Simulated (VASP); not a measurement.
Input of a VASP 6.6.1 run:

POSCAR

```
CdS
1.0
   -0.1956642113      2.6895380501      2.6895380501
    2.6895380501     -0.1956642113      2.6895380501
    2.6895380501      2.6895380501     -0.1956642113
Cd S
1 1
Direct
    0.0000000000      0.0000000000      0.0000000000
    0.5000000000      0.5000000000      0.5000000000
```

The input INCAR.step1:

```
PREC     = Accurate       # precision mode
ENCUT    = 520            # plane-wave cutoff, eV
EDIFF    = 1E-5           # SCF threshold, eV
ISMEAR   = -1             # smearing method
SIGMA    = 0.02           # smearing width, eV
LREAL    = False          # projectors in reciprocal space
LASPH    = True           # aspherical terms in the spheres
NELM     = 60             # most SCF steps
ALGO     = Normal         # electronic algorithm
ISIF     = 2              # what is computed and relaxed
LWAVE    = True           # write WAVECAR
LCHARG   = False          # write CHGCAR
GGA      = PE             # functional
NBANDS   = 16             # bands
KPAR     = 4
```

INCAR.step2

```
PREC     = Accurate       # precision mode
ENCUT    = 520            # plane-wave cutoff, eV
EDIFF    = 1E-6           # SCF threshold, eV
ISMEAR   = -1             # smearing method
SIGMA    = 0.02           # smearing width, eV
LREAL    = False          # projectors in reciprocal space
LASPH    = True           # aspherical terms in the spheres
NELM     = 60             # most SCF steps
ALGO     = Normal         # electronic algorithm
ISIF     = 2              # what is computed and relaxed
LWAVE    = False          # write WAVECAR
LCHARG   = False          # write CHGCAR
GGA      = PE             # functional
LHFCALC  = True           # exact exchange
HFSCREEN = 0.2079         # screening, 1/A
PRECFOCK = Normal       
ISTART   = 1            
NBANDS   = 16             # bands
KPAR     = 4
```

The input KPOINTS:

```
regular mesh
0
Gamma
  6 6 6
```

Potentials or basis: VASP PAW PBE potentials, release 64 (Cd, S).

Command:

```console
$ cat potpaw_PBE.64/Cd/POTCAR potpaw_PBE.64/S/POTCAR > POTCAR
$ cp INCAR.step1 INCAR
$ mpirun -np 4 vasp_std > vasp.out
$ cp INCAR.step2 INCAR
$ mpirun -np 4 vasp_std > vasp.out
```

(1) Estimate the band gap on the k mesh.

(2) Predict the pressure.

Results:

(1) 1.00 eV, indirect (least direct gap 1.69 eV).

(2) -4.2 GPa.

Caveat: the cell differs from its parent crystal (epitaxial 111 strain +5.8%); the PAW data sets were made with another functional, which shifts forces and pressure a little.
